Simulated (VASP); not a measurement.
Set up this calculation in VASP 6.6.1, as the native input.

```
Task                   : single point
Functional             : PBE
Potentials or basis    : VASP PAW PBE potentials, release 64 (Rb_sv, Al, H)
Cutoff                 : 520 eV
k mesh                 : 6 × 6 × 4
Occupations            : gaussian, width 0.1 eV
Spin                   : no spin polarisation
Dipole correction      : no
Further INCAR settings : ALGO = Normal; EDIFF = 1e-06; NBANDS = 22
```

The structure of Rb2AlH4 lies in POSCAR:

```
Rb2AlH4
1.0
    6.9757733999      0.0000000037      0.0000000000
   -3.4878867032      6.0411969735      0.0000000000
    0.0000000000      0.0000000000      6.3635504441
Rb Al H
2 1 4
Direct
    0.3333333333      0.6666666667      0.5000000000
    0.6666666667      0.3333333333      0.5000000000
    0.0000000000      0.0000000000      0.0000000000
    0.3333333333      0.6666666667      0.0586063590
    0.6666666667      0.3333333333      0.0586063590
    0.6666666667      0.3333333333      0.9413936410
    0.3333333333      0.6666666667      0.9413936410
```

One way to write it, as run:

INCAR

```
PREC = Accurate
ENCUT = 520
EDIFF = 1E-6
ISMEAR = 0
SIGMA = 0.1
LREAL = False
LASPH = True
NELM = 100
ALGO = Normal
ISIF = 2
LWAVE = False
LCHARG = False
GGA = PE
NBANDS = 22
```

KPOINTS

```
regular mesh
0
Gamma
  6 6 4
```

Potentials or basis: VASP PAW PBE potentials, release 64 (Rb_sv, Al, H).

Launch:

```bash
$ cat potpaw_PBE.64/Rb_sv/POTCAR potpaw_PBE.64/Al/POTCAR potpaw_PBE.64/H/POTCAR > POTCAR
$ mpirun -np 1 vasp_std > vasp.out
```

Results of the run:

```
Pressure : 0.0 GPa
```

It took 100 s on 1 thread of Intel(R) Xeon(R) Platinum 8375C CPU @ 2.90GHz (Ice Lake) (shared host), peak memory 0.42 GiB.
